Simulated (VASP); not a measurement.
# CuAu3 (Pm-3m) in VASP: notebook, part 2 of 2

VASP 6.6.1. The steps go on from the part before.

### Step 5. Single point, r2SCAN

This run uses another cell than the first one, of 16.13 Å³/atom.

The input, POSCAR:

```
CuAu3
1.0
    4.0109680156      0.0000000000      0.0000000000
    0.0000000000      4.0109680156      0.0000000000
    0.0000000000      0.0000000000      4.0109680156
Cu Au
1 3
Direct
    0.0000000000      0.0000000000      0.0000000000
    0.0000000000      0.5000000000      0.5000000000
    0.5000000000      0.0000000000      0.5000000000
    0.5000000000      0.5000000000      0.0000000000
```

The input, INCAR.step1:

```
SYSTEM = CuAu3
  PREC = Accurate
  ENCUT = 520
  ISMEAR = 0
  SIGMA = 0.1
  LREAL = .FALSE.
  LASPH = .TRUE.
  NELM = 100
  NBANDS = 30
  GGA = PE
  ALGO = Normal
  EDIFF = 1E-4
  LWAVE = .TRUE.
  LCHARG = .FALSE.
```

The input, INCAR.step2:

```
SYSTEM = CuAu3
  PREC = Accurate
  ENCUT = 520
  EDIFF = 1E-7
  ISMEAR = 0
  SIGMA = 0.1
  LREAL = .FALSE.
  LASPH = .TRUE.
  NELM = 100
  ALGO = Normal
  ISIF = 2
  LWAVE = .FALSE.
  LCHARG = .FALSE.
  METAGGA = R2SCAN
  LMIXTAU = .TRUE.
  NBANDS = 30
  ISTART = 1
```

The input, KPOINTS:

```
regular mesh
0
G
  10 10 10
  0 0 0
```

Potentials or basis: VASP PAW PBE potentials, release 64 (Cu, Au).

On the command line:

```sh
cat potpaw_PBE.64/Cu/POTCAR potpaw_PBE.64/Au/POTCAR > POTCAR
cp INCAR.step1 INCAR
mpirun -np 1 vasp_std > vasp.out
cp INCAR.step2 INCAR
mpirun -np 1 vasp_std > vasp.out
```

OUTCAR:

```text
SYSTEM = CuAu3
   PREC = Accurate
   ENCUT = 520
   EDIFF = 1E-7
   ISMEAR = 0
   LREAL = .FALSE.
   LASPH = .TRUE.
   NELM = 100
   ISIF = 2
   METAGGA = R2SCAN
   ISTART = 1

 ion  position               nearest neighbor table
   1  0.000  0.000  0.000-   2 2.84   3 2.84   4 2.84   2 2.84   3 2.84   2 2.84   4 2.84   2 2.84
                             3 2.84   4 2.84   3 2.84   4 2.84
   2  0.000  0.500  0.500-   1 2.84   3 2.84   4 2.84   1 2.84   4 2.84   1 2.84   3 2.84   1 2.84
                             3 2.84   4 2.84   4 2.84   3 2.84
   3  0.500  0.000  0.500-   1 2.84   2 2.84   4 2.84   1 2.84   4 2.84   2 2.84   4 2.84   4 2.84
                             1 2.84   2 2.84   1 2.84   2 2.84
   4  0.500  0.500  0.000-   1 2.84   2 2.84   3 2.84   2 2.84   3 2.84   1 2.84   3 2.84   3 2.84
                             1 2.84   2 2.84   2 2.84   1 2.84

  LATTYP: Found a simple cubic cell.
 ALAT       =     4.0109680156

  Lattice vectors:

 A1 = (   4.0109680156,   0.0000000000,   0.0000000000)
 A2 = (   0.0000000000,   4.0109680156,   0.0000000000)
 A3 = (   0.0000000000,   0.0000000000,   4.0109680156)

Analysis of symmetry for initial positions (statically):
[... 178 lines left out ...]
 E-fermi :   8.7155     XC(G=0): -13.4669

 val. band max:        8.6924271398   @ k =   0.4000   0.4000   0.2000
 cond. band min:       8.7534275189   @ k =   0.4000   0.4000   0.3000
 fundamental gap:      0.0610003791
 Fermi energy:         8.7155468484

 k-point     1 :       0.0000    0.0000    0.0000
  band No.  band energies     occupation
      1      -1.2434      2.00000
      2       1.1581      2.00000
      3       1.9149      2.00000
      4       1.9149      2.00000
      5       1.9149      2.00000
      6       2.0645      2.00000
[... 781 lines left out ...]
     29      19.2717      0.00000
     30      19.8890      0.00000

 [... further k-points ...]

------------------------ aborting loop because EDIFF is reached ----------------------------------------

  FORCE on cell =-STRESS in cart. coord.  units (eV):
  Direction    XX          YY          ZZ          XY          YZ          ZX
  --------------------------------------------------------------------------------------
  -------------------------------------------------------------------------------------
  Total        0.1401469      0.1401469      0.1401469      0.0000000      0.0000000     -0.0000000
  in kB        3.4797365      3.4797365      3.4797365      0.0000000      0.0000000     -0.0000000
  external PRESSURE =       3.4797365 kB  Pullay stress =       0.0000000 kB

 VOLUME and BASIS-vectors are now :
 -----------------------------------------------------------------------------
  energy-cutoff  :      520.00
  volume of cell :       64.53
      direct lattice vectors                 reciprocal lattice vectors
     4.010968016  0.000000000  0.000000000     0.249316374  0.000000000  0.000000000
     0.000000000  4.010968016  0.000000000     0.000000000  0.249316374  0.000000000
     0.000000000  0.000000000  4.010968016     0.000000000  0.000000000  0.249316374

 POSITION                                       TOTAL-FORCE (eV/Angst)
 -----------------------------------------------------------------------------------
      0.00000      0.00000      0.00000         0.000000      0.000000      0.000000
      0.00000      2.00548      2.00548         0.000000      0.000000      0.000000
      2.00548      0.00000      2.00548         0.000000      0.000000      0.000000
      2.00548      2.00548      0.00000         0.000000      0.000000      0.000000
 -----------------------------------------------------------------------------------
    total drift:                                0.000000      0.000000     -0.000000

  FREE ENERGIE OF THE ION-ELECTRON SYSTEM (eV)
  ---------------------------------------------------
  free  energy   TOTEN  =      -162.7128574714 eV

  energy  without entropy=     -162.7073571830  energy(sigma->0) =     -162.71010733
```

OUTCAR.step1:

```text
SYSTEM = CuAu3
   PREC = Accurate
   ENCUT = 520
   ISMEAR = 0
   LREAL = .FALSE.
   LASPH = .TRUE.
[... 1025 lines left out ...]
      0.00000      2.00548      2.00548         0.000000      0.000000      0.000000
      2.00548      0.00000      2.00548         0.000000      0.000000      0.000000
      2.00548      2.00548      0.00000         0.000000      0.000000      0.000000
 -----------------------------------------------------------------------------------
    total drift:                                0.000000      0.000000     -0.000000

  FREE ENERGIE OF THE ION-ELECTRON SYSTEM (eV)
  ---------------------------------------------------
  free  energy   TOTEN  =       -13.4743006781 eV

  energy  without entropy=      -13.4672573448  energy(sigma->0) =      -13.47077901
```

It took 7 min on 1 thread of Intel Xeon 8259CL, shared host; peak memory 0.24 GiB.

Results:

| Quantity | Value |
| --- | --- |
| Free energy | -162.7129 eV |
| Pressure | 0.3 GPa |
| Band gap on the k mesh | zero (bands 22 and 23 overlap by 2.05 eV) |

Caveat: the PAW data sets were made with another functional, which shifts forces and pressure a little; spin-orbit coupling is left out, which moves the levels of the heavy elements.

### Step 6. The runs side by side

| cell | gap on the mesh (eV) | pressure (GPa) |
| --- | --- | --- |
| a = 3.844 Å, 4 atoms | none | 28.8 |
| a = 3.929 Å, 4 atoms | none | 11.8 |
| a = 3.980 Å, 4 atoms | none | 4.2 |
| a = 4.011 Å, 4 atoms | none | 0.3 |

Alike in all rows: task single point; level r2SCAN; potentials or basis VASP PAW PBE potentials, release 64 (Cu, Au); no spin polarisation; k mesh 10 × 10 × 10; cutoff (eV) 520; smearing gaussian 0.1 eV.

Caveats: the PAW data sets were made with another functional, which shifts forces and pressure a little; spin-orbit coupling is left out, which moves the levels of the heavy elements; the cell stands under pressure (at least some runs).

Total energies depend on the potentials used, so only differences within one code and one set of settings carry meaning.

The gap in the log of VASP goes by the Fermi energy; the results here count the filled bands.